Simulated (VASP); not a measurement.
# Al in VASP: single point with PBEsol+D3(BJ)

Aim: the single point of Al with PBEsol+D3(BJ).

All numbers are computed with VASP 6.6.1; they aren't measurements. Logs are shortened: lines on timing, memory, paths and dates and some standing lists are left out, and cuts for length are marked.

## (1) The cell of the first run

The typed cell holds 1 atom: a = 2.724 Å, b = 2.724 Å, c = 3.145 Å, α = 54.73°, β = 54.73°, γ = 70.53°.

## (2) Single point, PBEsol+D3(BJ)

INCAR reads:

```
SYSTEM = Al
PREC     = Accurate       ! precision mode
ENCUT    = 520            ! plane-wave cutoff, eV
EDIFF    = 1E-7           ! SCF threshold, eV
ISMEAR   = 0              ! smearing method
SIGMA    = 0.15           ! smearing width, eV
LREAL    = .False.        ! projectors in reciprocal space
LASPH    = .True.         ! aspherical terms in the spheres
NELM     = 60             ! most SCF steps
ALGO     = Fast           ! electronic algorithm
ISIF     = 2              ! what is computed and relaxed
LWAVE    = .False.        ! write WAVECAR
LCHARG   = .False.        ! write CHGCAR
GGA      = PS             ! functional
IVDW     = 12             ! dispersion correction
NBANDS   = 8              ! bands
```

KPOINTS reads:

```
Automatic mesh
0
Gamma
  28 28 28
  0 0 0
```

POSCAR reads:

```
Al
1.0
    0.0000000000      2.2240208854      1.5723827659
    2.2240208854      0.0000000000      1.5723827659
    2.2240208854      2.2240208854      0.0000000000
Al
1
Direct
    0.0000000000      0.0000000000      0.0000000000
```

Potentials or basis: VASP PAW PBE potentials, release 64 (Al).

Started as:

```
cat potpaw_PBE.64/Al/POTCAR > POTCAR
mpirun -np 1 vasp_std > vasp.out
```

OUTCAR:

```text
SYSTEM = Al
   PREC = Accurate
   ENCUT = 520
   EDIFF = 1E-7
   ISMEAR = 0
   LREAL = .False.
   LASPH = .True.
   NELM = 60
   ISIF = 2
   GGA = PS
   IVDW = 12
 IVDW          = 12

 ion  position               nearest neighbor table
   1  0.000  0.000  0.000-

  LATTYP: Found a body centered tetragonal cell.
 ALAT       =     3.1452404991
 C/A-ratio  =     0.9998489885

  Lattice vectors:

 A1 = (   0.0000000000,  -2.2240208854,  -1.5723827659)
 A2 = (   0.0000000000,   2.2240208854,  -1.5723827659)
 A3 = (   2.2240208854,   0.0000000000,   1.5723827659)

Analysis of symmetry for initial positions (statically):
=====================================================================
 Subroutine PRICEL returns:
 Original cell was already a primitive cell.

 Routine SETGRP: Setting up the symmetry group for a
 body centered tetragonal supercell.

 Subroutine GETGRP returns: Found 16 space group operations
 (whereof 16 operations were pure point group operations)
 out of a pool of 16 trial point group operations.

The static configuration has the point symmetry D_4h.

Analysis of symmetry for dynamics (positions and initial velocities):
=====================================================================
 Subroutine PRICEL returns:
 Original cell was already a primitive cell.

 Routine SETGRP: Setting up the symmetry group for a
 body centered tetragonal supercell.

 Subroutine GETGRP returns: Found 16 space group operations
 (whereof 16 operations were pure point group operations)
 out of a pool of 16 trial point group operations.

The dynamic configuration has the point symmetry D_4h.

 Subroutine INISYM returns: Found 16 space group operations
 (whereof 16 operations are pure point group operations),
 and found     1 'primitive' translations

----------------------------------------------------------------------------------------

                                     Primitive cell

  volume of cell :      15.5549

  direct lattice vectors                    reciprocal lattice vectors
     0.000000000  2.224020885  1.572382766    -0.224818033  0.224818033  0.317988731
     2.224020885  0.000000000  1.572382766     0.224818033 -0.224818033  0.317988731
     2.224020885  2.224020885  0.000000000     0.224818033  0.224818033 -0.317988731

  length of vectors
     2.723721069  2.723721069  3.145240499     0.449670022  0.449670022  0.449670022

  position of ions in fractional coordinates (direct lattice)
     0.000000000  0.000000000  0.000000000

  ion indices of the primitive-cell ions
   primitive index   ion index
                 1           1

----------------------------------------------------------------------------------------

 KPOINTS: Automatic mesh

Automatic generation of k-mesh.
 Grid dimensions read from file:
 generate k-points for:   28   28   28

 Generating k-lattice:

  Cartesian coordinates                     Fractional coordinates (reciprocal lattice)
    -0.008029215  0.008029215  0.011356740     0.035714286  0.000000000  0.000000000
     0.008029215 -0.008029215  0.011356740     0.000000000  0.035714286  0.000000000
     0.008029215  0.008029215 -0.011356740     0.000000000  0.000000000  0.035714286

  Length of vectors
     0.016059644  0.016059644  0.016059644

  Shift w.r.t. Gamma in fractional coordinates (k-lattice)
     0.000000000  0.000000000  0.000000000

 Subroutine IBZKPT returns following result:
 ===========================================

 Found   1639 irreducible k-points:

 Following reciprocal coordinates:
            Coordinates               Weight
  0.000000  0.000000  0.000000      1.000000
  0.035714  0.000000  0.000000      8.000000
  0.071429  0.000000  0.000000      8.000000
  0.107143 -0.000000  0.000000      8.000000
  0.142857 -0.000000  0.000000      8.000000
  0.178571 -0.000000  0.000000      8.000000
[... 16 lines left out ...]
  0.285714  0.035714  0.000000      8.000000
  0.321429  0.035714  0.000000      8.000000
 [... further k-points ...]
   k-points           NKPTS =   1639   k-points in BZ     NKDIM =   1639   number of bands    NBANDS=      8
   number of dos      NEDOS =    301   number of ions     NIONS =      1
   total plane-waves  NPLWV =   9600
   dimension x,y,z NGX =    20 NGY =   20 NGZ =   24
   dimension x,y,z NGXF=    40 NGYF=   40 NGZF=   48
   ions per type =               1
   NGX,Y,Z   is equivalent  to a cutoff of  12.21, 12.21, 12.69 a.u.
   NGXF,Y,Z  is equivalent  to a cutoff of  24.41, 24.41, 25.37 a.u.
 SYSTEM =  Al
   PREC   = accura    normal or accurate (medium, high low for compatibility)
   ISTART =      0    job   : 0-new  1-cont  2-samecut
   ICHARG =      2    charge: 1-file 2-atom 10-const
   ISPIN  =      1    spin polarized calculation?
   LNONCOLLINEAR =      F non collinear calculations
   LSORBIT =      F    spin-orbit coupling
   LASPH  =      T    aspherical Exc in radial PAW
   ENCUT  =  520.0 eV  38.22 Ry    6.18 a.u.   5.06  5.06  5.85*2*pi/ulx,y,z
   NELM   =     60;   NELMIN=  2; NELMDL= -5     # of ELM steps
   EDIFF  = 0.1E-06   stopping-criterion for ELM
   LREAL  =      F    real-space projection
   EDIFFG = 0.1E-05   stopping-criterion for IOM
   NSW    =      0    number of steps for IOM
   IBRION =     -1    ionic relax: 0-MD 1-quasi-New 2-CG
   NFREE  =      0    steps in history (QN), initial steepest desc. (CG)
   ISIF   =      2    stress and relaxation
   ISYM   =      2    0-nonsym 1-usesym 2-fastsym
   POTIM  = 0.5000    time-step for ionic-motion
   TEBEG  =    0.0;   TEEND  =   0.0 temperature during run
   PSTRESS=    0.0 pullay stress
   NELECT =       3.0000    total number of electrons
   NUPDOWN=      -1.0000    fix difference up-down
   EMIN   =  10.00;   EMAX   =-10.00  energy-range for DOS
   EFERMI =   0.00;   METHOD = LEGACY
   ISMEAR =     0;   SIGMA  =   0.15  broadening in eV -4-tet -1-fermi 0-gaus
   EFERMI_NEDOS =   21; number of points for ismear=-14 and -15
   IALGO  =     68    algorithm
   IMIX   =      4    mixing-type and parameters
     AMIX     =   0.40;   BMIX     =  1.00
     AMIX_MAG =   1.60;   BMIX_MAG =  1.00
  volume/ion in A,a.u.               =      15.55       104.97
  Fermi-wavevector in a.u.,A,eV,Ry     =   0.945859  1.787415 12.172452  0.894650
  Thomas-Fermi vector in A             =   2.073802
   LORBIT       =      0    0 simple, 1 ext, 2 COOP (PROOUT), +10 PAW based schemes
   GGA     = PS    functional components
   LHFCALC =     F    Hartree Fock is set to
   AEXX    =    0.0000 exact exchange contribution
   IVDW    =    12    specifies the selected vdW correction
   LEPSILON=     F    determine dielectric tensor
   LRPA    =     F    only Hartree local field effects (RPA)
 non-spin polarized calculation
 RMM-DIIS sequential band-by-band and
 Gauss-broadening in eV      SIGMA  =   0.15
  energy-cutoff  :      520.00
  volume of cell :       15.55
 maximum number of plane-waves:       432
   NGX = 11   NGY = 11   NGZ = 11

 number of electron       3.0000000 magnetization

 Free energy of the ion-electron system (eV)
  ---------------------------------------------------
  ext. energy  EPLUGINS =         0.00000000
  ---------------------------------------------------
  free energy    TOTEN  =        -3.98005002 eV

  energy without entropy =       -3.97548364  energy(sigma->0) =       -3.97776683

 E-fermi :   8.5805     XC(G=0): -10.4780

 val. band max:        8.5801064271   @ k =   0.3929   0.1786   0.0000
 cond. band min:       8.5819091190   @ k =  -0.3929   0.1786   0.0000
 fundamental gap:      0.0018026919
 Fermi energy:         8.5805327019

 k-point     1 :       0.0000    0.0000    0.0000
  band No.  band energies     occupation
      1      -2.9610      2.00000
      2      22.1823      0.00000
      3      22.1860      0.00000
      4      22.1860      0.00000
      5      24.1467      0.00000
      6      24.1467      0.00000
      7      24.1484      0.00000
      8      25.3292      0.00000

 k-point     2 :       0.0357    0.0000    0.0000
  band No.  band energies     occupation
      1      -2.9228      2.00000
      2      21.6805      0.00000
      3      21.8940      0.00000
      4      22.0140      0.00000
      5      23.9147      0.00000
      6      24.3272      0.00000
      7      24.5002      0.00000
      8      24.8982      0.00000

 k-point     3 :       0.0714    0.0000    0.0000
  band No.  band energies     occupation
      1      -2.8083      2.00000
      2      20.5075      0.00000
      3      21.3163      0.00000
      4      21.5775      0.00000
      5      23.3900      0.00000
      6      24.2641      0.00000
      7      24.6830      0.00000
      8      25.2675      0.00000

 k-point     4 :       0.1071   -0.0000    0.0000
  band No.  band energies     occupation
      1      -2.6178      2.00000
      2      19.0650      0.00000
      3      20.6971      0.00000
      4      21.0069      0.00000
      5      22.7753      0.00000
      6      23.7319      0.00000
      7      25.0569      0.00000
      8      25.6766      0.00000

 k-point     5 :       0.1429   -0.0000    0.0000
  band No.  band energies     occupation
      1      -2.3515      2.00000
      2      17.5388      0.00000
      3      20.1040      0.00000
      4      20.3955      0.00000
      5      22.1581      0.00000
      6      23.2500      0.00000
      7      25.4603      0.00000
      8      25.8892      0.00000

 k-point     6 :       0.1786   -0.0000    0.0000
  band No.  band energies     occupation
      1      -2.0099      2.00000
      2      16.0052      0.00000
      3      19.5569      0.00000
      4      19.7941      0.00000
      5      21.5738      0.00000
      6      22.7966      0.00000
      7      25.9027      0.00000
      8      26.1541      0.00000

 k-point     7 :       0.2143   -0.0000    0.0000
  band No.  band energies     occupation
      1      -1.5935      2.00000
      2      14.4974      0.00000
      3      19.0632      0.00000
      4      19.2295      0.00000
      5      21.0379      0.00000
      6      22.3673      0.00000
      7      26.3942      0.00000
      8      26.4730      0.00000
[... 133 lines left out ...]
 k-point    20 :       0.1786    0.0357    0.0000
  band No.  band energies     occupation
      1      -1.9719      2.00000
      2      16.0269      0.00000
      3      18.7955      0.00000
      4      20.6070      0.00000
      5      21.1896      0.00000
      6      22.8479      0.00000
      7      24.9245      0.00000
      8      27.3394      0.00000

 k-point    21 :       0.2143    0.0357    0.0000
  band No.  band energies     occupation
      1      -1.5556      2.00000
      2      14.5246      0.00000
      3      18.2578      0.00000
      4      20.0940      0.00000
      5      20.6456      0.00000
      6      22.5756      0.00000
      7      25.1312      0.00000
      8      27.8269      0.00000

 k-point    22 :       0.2500    0.0357    0.0000
  band No.  band energies     occupation
      1      -1.0654      2.00000
      2      13.0614      0.00000
      3      17.7773      0.00000
      4      19.6280      0.00000
      5      20.1598      0.00000
      6      22.2674      0.00000
      7      25.4626      0.00000
      8      28.3477      0.00000

 k-point    23 :       0.2857    0.0357    0.0000
  band No.  band energies     occupation
      1      -0.5020      2.00000
      2      11.6473      0.00000
      3      17.3567      0.00000
      4      19.2177      0.00000
      5      19.7348      0.00000
      6      21.9580      0.00000
      7      25.8925      0.00000
      8      28.9013      0.00000

 k-point    24 :       0.3214    0.0357    0.0000
  band No.  band energies     occupation
      1       0.1336      2.00000
      2      10.2880      0.00000
      3      16.9980      0.00000
      4      18.8677      0.00000
      5      19.3726      0.00000
      6      21.6711      0.00000
      7      26.4019      0.00000
      8      29.4802      0.00000

 [... further k-points ...]

------------------------ aborting loop because EDIFF is reached ----------------------------------------

 Edisp (eV)   -0.33734

 E8    (eV) :    -0.2272

  FORCE on cell =-STRESS in cart. coord.  units (eV):
  Direction    XX          YY          ZZ          XY          YZ          ZX
  --------------------------------------------------------------------------------------
  -------------------------------------------------------------------------------------
  Total       0.18167     0.18167     0.18100     0.00000    -0.00000     0.00000
  in kB      18.71222    18.71222    18.64344     0.00000    -0.00000     0.00000
  external pressure =       18.69 kB  Pullay stress =        0.00 kB

 VOLUME and BASIS-vectors are now :
 -----------------------------------------------------------------------------
  energy-cutoff  :      520.00
  volume of cell :       15.55
      direct lattice vectors                 reciprocal lattice vectors
     0.000000000  2.224020885  1.572382766    -0.224818033  0.224818033  0.317988731
     2.224020885  0.000000000  1.572382766     0.224818033 -0.224818033  0.317988731
     2.224020885  2.224020885  0.000000000     0.224818033  0.224818033 -0.317988731

 POSITION                                       TOTAL-FORCE (eV/Angst)
 -----------------------------------------------------------------------------------
      0.00000      0.00000      0.00000         0.000000      0.000000     -0.000000
 -----------------------------------------------------------------------------------
    total drift:                                0.000000      0.000000      0.000000

  FREE ENERGIE OF THE ION-ELECTRON SYSTEM (eV)
  ---------------------------------------------------
  free  energy   TOTEN  =        -4.3173866702 eV

  energy  without entropy=       -4.3128202884  energy(sigma->0) =       -4.31510348
```

Run time: 1.8 min. Hardware: 1 thread of Intel Xeon 6975P-C, shared host; peak memory 0.29 GiB.

What came out:

```
Free energy                : -4.3174 eV
Pressure                   : 1.9 GPa
Dispersion energy per atom : -0.337 eV
```

Levels at points of the mesh, in eV from the Fermi level:
```csv
k point,band 1,band 2,band 3,band 4,band 5,band 6
"(0.00, 0.00, 0.00)",-11.54,13.60,13.61,13.61,15.57,15.57
"(0.50, 0.00, 0.00)",-4.54,-3.92,8.40,8.62,10.39,11.92
"(0.50, 0.50, 0.00)",1.97,1.97,1.97,2.88,2.88,6.31
"(0.50, 0.00, 0.50)",-4.54,-3.93,8.40,8.62,10.39,11.92
```

Caveat: the PAW data sets were made with another functional, which shifts forces and pressure a little; pairwise dispersion overbinds metals, which lowers pressure and volume.
